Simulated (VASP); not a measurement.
A run of VASP 6.6.1:

The input INCAR:

```
SYSTEM = TiCo
ALGO = Normal
EDIFF = 1E-7
ENCUT = 520
GGA = PE
ISIF = 2
ISMEAR = -1
LASPH = .True.
LCHARG = .False.
LREAL = .False.
LWAVE = .False.
NBANDS = 18
NELM = 100
PREC = Accurate
SIGMA = 0.03
```

KPOINTS

```
k-points
0
Gamma
  13 13 13
  0 0 0
```

The input POSCAR:

```
TiCo
1.0
    3.1554885961      0.0000000000      0.0000000000
    0.0000000000      3.1554885961      0.0000000000
    0.0000000000      0.0000000000      3.1554885961
Ti Co
1 1
Direct
    0.0000000000      0.0000000000      0.0000000000
    0.5000000000      0.5000000000      0.5000000000
```

Potentials or basis: VASP PAW PBE potentials, release 64 (Ti_sv, Co).

The run is started by

```console
$ cat potpaw_PBE.64/Ti_sv/POTCAR potpaw_PBE.64/Co/POTCAR > POTCAR
$ mpirun -np 1 vasp_std > vasp.out
```

Hardware: 1 thread of Intel(R) Xeon(R) Platinum 8559C (Emerald Rapids), on a shared host.

Question: How long does it take, and how much memory?

Answer: Wall time 20 s on 1 thread of Intel(R) Xeon(R) Platinum 8559C (Emerald Rapids), with other jobs on the host, peak memory 0.17 GiB. Counts: scf iterations 17, k points 84.
